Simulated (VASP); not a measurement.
# WS (I4/mmm) in VASP: single point with PBE0

Aim: the single point of WS with PBE0.

Everything below comes from runs of VASP 6.6.1. Logs are shortened: lines on timing, memory, paths and dates and some standing lists are left out, and cuts for length are marked.

## Step 1: The cell of the first run

The structure is tetragonal, space group I4/mmm (No. 139). The conventional cell has a = 3.512 Å, b = 3.512 Å, c = 4.820 Å, α = 90.00°, β = 90.00°, γ = 90.00°. Within 3.2 Å of W (site symmetry 4/mmm) lie 6 S at 2.41 to 2.48 Å. S (site symmetry 4/mmm) has 6 W at 2.41 to 2.48 Å within 3.2 Å.

## Step 2: Single point, PBE0

File POSCAR:

```
WS
1.0
   -1.7558188209      1.7558188209      2.4099479250
    1.7558188209     -1.7558188209      2.4099479250
    1.7558188209      1.7558188209     -2.4099479250
W S
1 1
Direct
    0.5000000000      0.5000000000      0.0000000000
    0.0000000000      0.0000000000      0.0000000000
```

File INCAR.step1:

```
SYSTEM = WS
  ALGO = Normal
  EDIFF = 1E-5
  ENCUT = 520
  GGA = PE
  ISIF = 2
  ISMEAR = -1
  LASPH = .True.
  LCHARG = .False.
  LREAL = .False.
  LWAVE = .True.
  NBANDS = 17
  NELM = 100
  PREC = Accurate
  SIGMA = 0.05
```

File INCAR.step2:

```
SYSTEM = WS
  AEXX = 0.25
  ALGO = Normal
  EDIFF = 1E-6
  ENCUT = 520
  GGA = PE
  ISIF = 2
  ISMEAR = -1
  ISTART = 1
  LASPH = .True.
  LCHARG = .False.
  LHFCALC = .True.
  LREAL = .False.
  LWAVE = .False.
  NBANDS = 17
  NELM = 100
  PREC = Accurate
  PRECFOCK = Normal
  SIGMA = 0.05
```

File KPOINTS:

```
k-points
0
Gamma
  5 5 5
  0 0 0
```

Potentials or basis: VASP PAW PBE potentials, release 64 (W_sv, S).

Launch:

```bash
> cat potpaw_PBE.64/W_sv/POTCAR potpaw_PBE.64/S/POTCAR > POTCAR
> cp INCAR.step1 INCAR
> mpirun -np 1 vasp_std > vasp.out
> cp INCAR.step2 INCAR
> mpirun -np 1 vasp_std > vasp.out
```

OUTCAR:

```text
SYSTEM = WS
   AEXX = 0.25
   EDIFF = 1E-6
   ENCUT = 520
   GGA = PE
   ISIF = 2
   ISMEAR = -1
   ISTART = 1
   LASPH = .True.
   LHFCALC = .True.
   LREAL = .False.
   NELM = 100
   PREC = Accurate
   PRECFOCK = Normal

 ion  position               nearest neighbor table
   1  0.500  0.500  0.000-   2 2.41   2 2.41   2 2.48   2 2.48   2 2.48   2 2.48
   2  0.000  0.000  0.000-   1 2.41   1 2.41   1 2.48   1 2.48   1 2.48   1 2.48

  LATTYP: Found a body centered tetragonal cell.
 ALAT       =     3.5116376418
 C/A-ratio  =     1.3725493179

  Lattice vectors:

 A1 = (  -1.7558188209,   1.7558188209,   2.4099479250)
 A2 = (   1.7558188209,  -1.7558188209,   2.4099479250)
 A3 = (   1.7558188209,   1.7558188209,  -2.4099479250)

Analysis of symmetry for initial positions (statically):
=====================================================================
 Subroutine PRICEL returns:
 Original cell was already a primitive cell.

 Routine SETGRP: Setting up the symmetry group for a
 body centered tetragonal supercell.

 Subroutine GETGRP returns: Found 16 space group operations
 (whereof 16 operations were pure point group operations)
 out of a pool of 16 trial point group operations.

The static configuration has the point symmetry D_4h.

Analysis of symmetry for dynamics (positions and initial velocities):
=====================================================================
 Subroutine PRICEL returns:
 Original cell was already a primitive cell.

 Routine SETGRP: Setting up the symmetry group for a
 body centered tetragonal supercell.

 Subroutine GETGRP returns: Found 16 space group operations
 (whereof 16 operations were pure point group operations)
 out of a pool of 16 trial point group operations.

The dynamic configuration has the point symmetry D_4h.

 Subroutine INISYM returns: Found 16 space group operations
 (whereof 16 operations are pure point group operations),
 and found     1 'primitive' translations

----------------------------------------------------------------------------------------

                                     Primitive cell

  volume of cell :      29.7185

  direct lattice vectors                    reciprocal lattice vectors
    -1.755818821  1.755818821  2.409947925     0.000000000  0.284767422  0.207473363
     1.755818821 -1.755818821  2.409947925     0.284767422  0.000000000  0.207473363
     1.755818821  1.755818821 -2.409947925     0.284767422  0.284767422  0.000000000

  length of vectors
     3.460296008  3.460296008  3.460296008     0.352331777  0.352331777  0.402721951

  position of ions in fractional coordinates (direct lattice)
     0.500000000  0.500000000  0.000000000
     0.000000000  0.000000000  0.000000000

  ion indices of the primitive-cell ions
   primitive index   ion index
                 1           1
                 2           2

----------------------------------------------------------------------------------------

 KPOINTS: k-points

Automatic generation of k-mesh.
 Grid dimensions read from file:
 generate k-points for:    5    5    5

 Generating k-lattice:

  Cartesian coordinates                     Fractional coordinates (reciprocal lattice)
     0.000000000  0.056953484  0.041494673     0.200000000  0.000000000 -0.000000000
     0.056953484  0.000000000  0.041494673     0.000000000  0.200000000 -0.000000000
     0.056953484  0.056953484  0.000000000     0.000000000  0.000000000  0.200000000

  Length of vectors
     0.070466355  0.070466355  0.080544390

  Shift w.r.t. Gamma in fractional coordinates (k-lattice)
     0.000000000  0.000000000  0.000000000

 Subroutine IBZKPT returns following result:
 ===========================================

 Found     18 irreducible k-points:

 Following reciprocal coordinates:
            Coordinates               Weight
  0.000000  0.000000  0.000000      1.000000
  0.200000  0.000000  0.000000      8.000000
  0.400000  0.000000  0.000000      8.000000
  0.200000  0.200000  0.000000      8.000000
  0.400000  0.200000  0.000000     16.000000
 -0.400000  0.200000 -0.000000     16.000000
[... 10 lines left out ...]
 -0.400000  0.400000  0.400000      4.000000
 -0.400000 -0.400000  0.400000      2.000000
   k-points           NKPTS =     18   k-points in BZ     NKDIM =    125   number of bands    NBANDS=     17
   number of dos      NEDOS =    301   number of ions     NIONS =      2
   total plane-waves  NPLWV =  21952
   dimension x,y,z NGX =    28 NGY =   28 NGZ =   28
   dimension x,y,z NGXF=    56 NGYF=   56 NGZF=   56
   ions per type =               1   1
   NGX,Y,Z   is equivalent  to a cutoff of  13.45, 13.45, 13.45 a.u.
   NGXF,Y,Z  is equivalent  to a cutoff of  26.90, 26.90, 26.90 a.u.
 SYSTEM =  WS
   PREC   = accura    normal or accurate (medium, high low for compatibility)
   ISTART =      1    job   : 0-new  1-cont  2-samecut
   ICHARG =      0    charge: 1-file 2-atom 10-const
   ISPIN  =      1    spin polarized calculation?
   LNONCOLLINEAR =      F non collinear calculations
   LSORBIT =      F    spin-orbit coupling
   LASPH  =      T    aspherical Exc in radial PAW
   ENCUT  =  520.0 eV  38.22 Ry    6.18 a.u.   6.43  6.43  6.43*2*pi/ulx,y,z
   NELM   =    100;   NELMIN=  2; NELMDL=  0     # of ELM steps
   EDIFF  = 0.1E-05   stopping-criterion for ELM
   LREAL  =      F    real-space projection
   EDIFFG = 0.1E-04   stopping-criterion for IOM
   NSW    =      0    number of steps for IOM
   IBRION =     -1    ionic relax: 0-MD 1-quasi-New 2-CG
   NFREE  =      0    steps in history (QN), initial steepest desc. (CG)
   ISIF   =      2    stress and relaxation
   ISYM   =      3    0-nonsym 1-usesym 2-fastsym
   POTIM  = 0.5000    time-step for ionic-motion
   TEBEG  =    0.0;   TEEND  =   0.0 temperature during run
   PSTRESS=    0.0 pullay stress
   NELECT =      20.0000    total number of electrons
   NUPDOWN=      -1.0000    fix difference up-down
   EMIN   =  10.00;   EMAX   =-10.00  energy-range for DOS
   EFERMI =   0.00;   METHOD = LEGACY
   ISMEAR =    -1;   SIGMA  =   0.05  broadening in eV -4-tet -1-fermi 0-gaus
   EFERMI_NEDOS =   21; number of points for ismear=-14 and -15
   IALGO  =     38    algorithm
   IMIX   =      1    mixing-type and parameters
     AMIX     =   0.40;   BMIX     =  1.00
     AMIX_MAG =   1.60;   BMIX_MAG =  1.00
  volume/ion in A,a.u.               =      14.86       100.28
  Fermi-wavevector in a.u.,A,eV,Ry     =   1.434638  2.711074 28.003342  2.058188
  Thomas-Fermi vector in A             =   2.554025
   LORBIT       =      0    0 simple, 1 ext, 2 COOP (PROOUT), +10 PAW based schemes
   GGA     = PE    functional components
   LHFCALC =     T    Hartree Fock is set to
   PRECFOCK=normal    Normal, Fast or Accurate (Low or Medium for compatibility)
   ENCUT4O =  -1.0   cutoff for four orbital integrals eV
   NKREDX  =     1    reduce k-point grid by
   NKREDY  =     1    reduce k-point grid by
   NKREDZ  =     1    reduce k-point grid by
   AEXX    =    0.2500 exact exchange contribution
   HFSCREEN=    0.0000 screening length (either q_TF or 0.3 A-1)
   HFSCREENC=   0.0000 screening length for correlation (either q_TF or 0.3 A-1)
   ENCUTFOCK=  -1.0 apply spherical cutoff to Coloumb kernel
   IVDW    =     0    specifies the selected vdW correction
   LEPSILON=     F    determine dielectric tensor
   LRPA    =     F    only Hartree local field effects (RPA)
 non-spin polarized calculation
  energy-cutoff  :      520.00
  volume of cell :       29.72
 maximum number of plane-waves:       829
 NGX is ok and might be reduce to    28
  NGX = 20; NGY = 20; NGZ = 20

 number of electron      20.0000001 magnetization

 Free energy of the ion-electron system (eV)
  ---------------------------------------------------
  ext. energy  EPLUGINS =         0.00000000
  ---------------------------------------------------
  free energy    TOTEN  =       -19.77231397 eV

  energy without entropy =      -19.76915201  energy(sigma->0) =      -19.77073299

 E-fermi :  11.6643     XC(G=0):  -9.9290

 val. band max:       11.2521421618   @ k =  -0.2000  -0.4000   0.2000
 cond. band min:      11.7816799339   @ k =  -0.2000   0.4000   0.2000
 fundamental gap:      0.5295377721
 Fermi energy:        11.6643196423

 k-point     1 :       0.0000    0.0000    0.0000
  band No.  band energies     occupation
      1     -67.7173      2.00000
      2     -30.5492      2.00000
      3     -30.4633      2.00000
      4     -30.4633      2.00000
      5      -8.1978      2.00000
      6       7.1993      2.00000
[... 9 lines left out ...]
     16      26.1401      0.00000
     17      26.6396      0.00000

 k-point     2 :       0.2000    0.0000    0.0000
  band No.  band energies     occupation
      1     -67.7140      2.00000
      2     -30.6031      2.00000
      3     -30.5020      2.00000
      4     -30.4741      2.00000
      5      -7.4847      2.00000
      6       3.8866      2.00000
[... 9 lines left out ...]
     16      23.8731      0.00000
     17      23.9851      0.00000

 k-point     3 :       0.4000    0.0000    0.0000
  band No.  band energies     occupation
      1     -67.7085      2.00000
      2     -30.7288      2.00000
      3     -30.5247      2.00000
      4     -30.4918      2.00000
      5      -5.9351      2.00000
      6       0.6358      2.00000
[... 9 lines left out ...]
     16      20.0085      0.00000
     17      23.1900      0.00000

 k-point     4 :       0.2000    0.2000    0.0000
  band No.  band energies     occupation
      1     -67.7099      2.00000
      2     -30.6743      2.00000
      3     -30.5258      2.00000
      4     -30.5039      2.00000
      5      -6.5563      2.00000
      6       1.8980      2.00000
[... 9 lines left out ...]
     16      21.9177      0.00000
     17      22.5191      0.00000

 k-point     5 :       0.4000    0.2000    0.0000
  band No.  band energies     occupation
      1     -67.7065      2.00000
      2     -30.7206      2.00000
      3     -30.5658      2.00000
      4     -30.5235      2.00000
      5      -5.7535      2.00000
      6       0.8526      2.00000
[... 9 lines left out ...]
     16      21.3163      0.00000
     17      22.0494      0.00000

 k-point     6 :      -0.4000    0.2000   -0.0000
  band No.  band energies     occupation
      1     -67.7084      2.00000
      2     -30.6709      2.00000
      3     -30.5671      2.00000
      4     -30.5127      2.00000
      5      -6.4264      2.00000
      6       1.7246      2.00000
[... 9 lines left out ...]
     16      21.5765      0.00000
     17      23.1122      0.00000

 k-point     7 :      -0.2000    0.2000    0.0000
  band No.  band energies     occupation
      1     -67.7131      2.00000
      2     -30.5809      2.00000
      3     -30.5376      2.00000
      4     -30.4886      2.00000
      5      -7.4021      2.00000
      6       3.0610      2.00000
[... 9 lines left out ...]
     16      22.6315      0.00000
     17      22.9285      0.00000

 k-point     8 :       0.4000    0.4000    0.0000
  band No.  band energies     occupation
      1     -67.7051      2.00000
      2     -30.6601      2.00000
      3     -30.6503      2.00000
      4     -30.5451      2.00000
      5      -6.2130      2.00000
      6       2.7598      2.00000
[... 9 lines left out ...]
     16      22.7225      0.00000
     17      24.6508      0.00000
[... 83 lines left out ...]
      1     -67.7062      2.00000
      2     -30.7194      2.00000
      3     -30.5866      2.00000
      4     -30.5090      2.00000
      5      -5.8270      2.00000
      6       0.9698      2.00000
[... 9 lines left out ...]
     16      21.2471      0.00000
     17      21.6008      0.00000

 k-point    14 :      -0.4000   -0.4000    0.2000
  band No.  band energies     occupation
      1     -67.7049      2.00000
      2     -30.7220      2.00000
      3     -30.5884      2.00000
      4     -30.5428      2.00000
      5      -6.0287      2.00000
      6       2.0145      2.00000
[... 9 lines left out ...]
     16      21.4282      0.00000
     17      24.1641      0.00000

 k-point    15 :      -0.2000   -0.4000    0.2000
  band No.  band energies     occupation
      1     -67.7078      2.00000
      2     -30.7122      2.00000
      3     -30.5367      2.00000
      4     -30.5188      2.00000
      5      -6.2974      2.00000
      6       1.5305      2.00000
[... 9 lines left out ...]
     16      21.2339      0.00000
     17      23.1333      0.00000

 k-point    16 :      -0.2000   -0.2000    0.2000
  band No.  band energies     occupation
      1     -67.7125      2.00000
      2     -30.6278      2.00000
      3     -30.4967      2.00000
      4     -30.4967      2.00000
      5      -7.2768      2.00000
      6       2.8581      2.00000
[... 9 lines left out ...]
     16      22.9186      0.00000
     17      22.9201      0.00000

 k-point    17 :      -0.4000    0.4000    0.4000
  band No.  band energies     occupation
      1     -67.7039      2.00000
      2     -30.7424      2.00000
      3     -30.5912      2.00000
      4     -30.5469      2.00000
      5      -6.1924      2.00000
      6       2.9382      2.00000
[... 9 lines left out ...]
     16      22.5888      0.00000
     17      24.9107      0.00000

 k-point    18 :      -0.4000   -0.4000    0.4000
  band No.  band energies     occupation
      1     -67.7049      2.00000
      2     -30.7472      2.00000
      3     -30.5516      2.00000
      4     -30.5516      2.00000
      5      -6.4365      2.00000
      6       2.3111      2.00000
[... 9 lines left out ...]
     16      23.6935      0.00000
     17      23.6935      0.00000

------------------------ aborting loop because EDIFF is reached ----------------------------------------

  FORCE on cell =-STRESS in cart. coord.  units (eV):
  Direction    XX          YY          ZZ          XY          YZ          ZX
  --------------------------------------------------------------------------------------
  -------------------------------------------------------------------------------------
  Total       -0.6898281     -0.6898281      0.8528679      0.0000000      0.0000000      0.0000000
  in kB      -37.1898490    -37.1898490     45.9796145      0.0000000      0.0000000      0.0000000
  external PRESSURE =      -9.4666945 kB  Pullay stress =       0.0000000 kB

 VOLUME and BASIS-vectors are now :
 -----------------------------------------------------------------------------
  energy-cutoff  :      520.00
  volume of cell :       29.72
      direct lattice vectors                 reciprocal lattice vectors
    -1.755818821  1.755818821  2.409947925     0.000000000  0.284767422  0.207473363
     1.755818821 -1.755818821  2.409947925     0.284767422  0.000000000  0.207473363
     1.755818821  1.755818821 -2.409947925     0.284767422  0.284767422  0.000000000

 POSITION                                       TOTAL-FORCE (eV/Angst)
 -----------------------------------------------------------------------------------
      0.00000      0.00000      2.40995        -0.000000     -0.000000      0.000000
      0.00000      0.00000      0.00000         0.000000      0.000000      0.000000
 -----------------------------------------------------------------------------------
    total drift:                                0.000000     -0.000000      0.000000

  FREE ENERGIE OF THE ION-ELECTRON SYSTEM (eV)
  ---------------------------------------------------
  free  energy   TOTEN  =       -19.7723139677 eV

  energy  without entropy=      -19.7691520137  energy(sigma->0) =      -19.77073299
```

Wall time 20 min (1 thread of Intel Xeon Platinum 8488C (Sapphire Rapids), shared host); peak memory 0.16 GiB.

Results:

```
Free energy            : -19.7723 eV
Pressure               : -0.9 GPa
Band gap on the k mesh : zero (bands 10 and 11 overlap by 4.75 eV)
```

Stress tensor (GPa, compression positive):
```
-3.72  0.00  0.00
 0.00 -3.72  0.00
 0.00  0.00  4.60
```

Levels at points of the mesh, in eV from the Fermi level:
```csv
k point,band 6,band 7,band 8,band 9,band 10,band 11,band 12,band 13,band 14,band 15
"(0.00, 0.00, 0.00)",-4.47,-4.45,-4.45,-3.91,-3.91,-3.52,-2.71,-2.64,3.32,8.92
```

Caveat: the k points lie up to 0.44 Å⁻¹ apart, too coarse for converged energies and pressures of a metal; the PAW data sets were made with another functional, which shifts forces and pressure a little; spin-orbit coupling is left out, which moves the levels of the heavy elements.

The gap in the log of VASP goes by the Fermi energy; the results here count the filled bands.